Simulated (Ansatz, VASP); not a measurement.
## Li3Zn2 in VASP and in Ansatz

INCAR

```
PREC = Accurate
ENCUT = 600
EDIFF = 1E-6
ISMEAR = 0
SIGMA = 0.1
LREAL = False
LASPH = True
NELM = 100
ALGO = Normal
ISIF = 3
LWAVE = False
LCHARG = False
GGA = PE
IBRION = 2
NSW = 90
EDIFFG = -0.04
```

The input KPOINTS:

```
regular mesh
0
Gamma
  4 4 4
```

File POSCAR:

```
Li3Zn2
1.0
    2.8533578900     -2.9660187400      0.0000000000
    2.8533578900      2.9660187400      0.0000000000
    0.0000000000      0.0000000000      4.3737381200
Li Zn
3 2
Direct
    0.1748700700      0.8251299300      0.5000000000
    0.8251299300      0.1748700700      0.5000000000
    0.5000000000      0.5000000000      0.5000000000
    0.7807865300      0.7807865300      0.0000000000
    0.2192134700      0.2192134700      0.0000000000
```

Input for Ansatz:

```yaml
crystal:
  lattice:
    - [2.85335789, -2.96601874, 0.0]
    - [2.85335789, 2.96601874, 0.0]
    - [0.0, 0.0, 4.37373812]
  atoms:
    - { symbol: Li, position: [0.17487007, 0.82512993, 0.5] }
    - { symbol: Li, position: [0.82512993, 0.17487007, 0.5] }
    - { symbol: Li, position: [0.5, 0.5, 0.5] }
    - { symbol: Zn, position: [0.78078653, 0.78078653, 0.0] }
    - { symbol: Zn, position: [0.21921347, 0.21921347, 0.0] }
basis:
  ecutwfc: 420
kpoints:
  mp_grid: { grid: [4, 4, 4] }
hamiltonian:
  xc: pbe
scf:
  occupations: { method: gaussian, width: 0.1 }
  lower_state_search: "off"
output:
  forces: true
  stress: true
  eigenvalues: true
relax:
  adjacent_minimum: "off"
  f_tol: 0.04
  max_steps: 70
  cell: { stress_tol: 0.4 }
```

Alike in both runs: task relaxation of cell and atoms; functional PBE; k mesh 4 × 4 × 4; occupations gaussian, width 0.1 eV; no spin polarisation.

|  | VASP | Ansatz |
| --- | --- | --- |
| version | VASP 6.6.1 | Ansatz 0.2.0 |
| potentials or method | VASP PAW PBE potentials, release 64 (Li_sv, Zn), cutoff 600 eV | scalar-relativistic, plane waves, PAW |
| valence electrons in the cell | 33 | 33 |

Ansatz gave:

```
gap on the k mesh at the Fermi level, each at its own relaxed structure (eV) : none
relaxed volume (Å³/atom)                                                     : 18.12
relaxed cell length with the largest relative difference (Å)                 : 4.750
```

**Question.** Which values does VASP return?

**Answer.** gap on the k mesh at the Fermi level, each at its own relaxed structure (eV): none; relaxed volume (Å³/atom): 17.21; relaxed cell length with the largest relative difference (Å): 4.537.

A gap of «none» marks a metal or a gap that the smearing closes. One of these differences is far larger than is usual between the two programs; its cause wasn't traced.

The k mesh is coarse, so the values compare programs but aren't converged. Noted on VASP's run: the cutoff is short for stress, so the pressure is rough; the volume moved by over 15 % at a fixed basis, so the end points are rough.
